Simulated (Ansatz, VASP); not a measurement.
## One calculation of Zr2BiN2, two programs

```
CELL_PARAMETERS angstrom
3.86933 0.00000 0.00000
0.00000 3.86933 0.00000
0.00000 0.00000 6.25438
ATOMIC_POSITIONS crystal
Zr 0.50000 0.00000 0.54891
Zr 0.00000 0.50000 0.54891
Bi 0.00000 0.00000 0.09963
N 0.00000 0.00000 0.80017
N 0.00000 0.00000 0.44794
```

Alike in both runs: task relaxation of cell and atoms; functional PBE; k mesh 4 × 4 × 4; occupations gaussian, width 0.1 eV; no spin polarisation.

|  | VASP | Ansatz |
| --- | --- | --- |
| version | VASP 6.6.1 | Ansatz 0.2.0 |
| potentials or method | VASP PAW PBE potentials, release 64 (Zr_sv, Bi_d, N), cutoff 600 eV | scalar-relativistic, plane waves, PAW |
| valence electrons in the cell | 49 | 49 |

VASP gave:

| Quantity | Value |
| --- | --- |
| gap on the k mesh at the Fermi level, each at its own relaxed structure (eV) | none |
| relaxed volume (Å³/atom) | 22.29 |
| relaxed cell length with the largest relative difference (Å) | 7.194 |

Problem. Estimate Ansatz's values.

Solution. gap on the k mesh at the Fermi level, each at its own relaxed structure (eV): none; relaxed volume (Å³/atom): 22.29; relaxed cell length with the largest relative difference (Å): 7.193.

A gap of «none» marks a metal or a gap that the smearing closes.

The k mesh is coarse, so the values compare programs but aren't converged. Neither program's run includes spin-orbit coupling. Noted on VASP's run: the volume moved by over 15 % at a fixed basis, so the end points are rough.
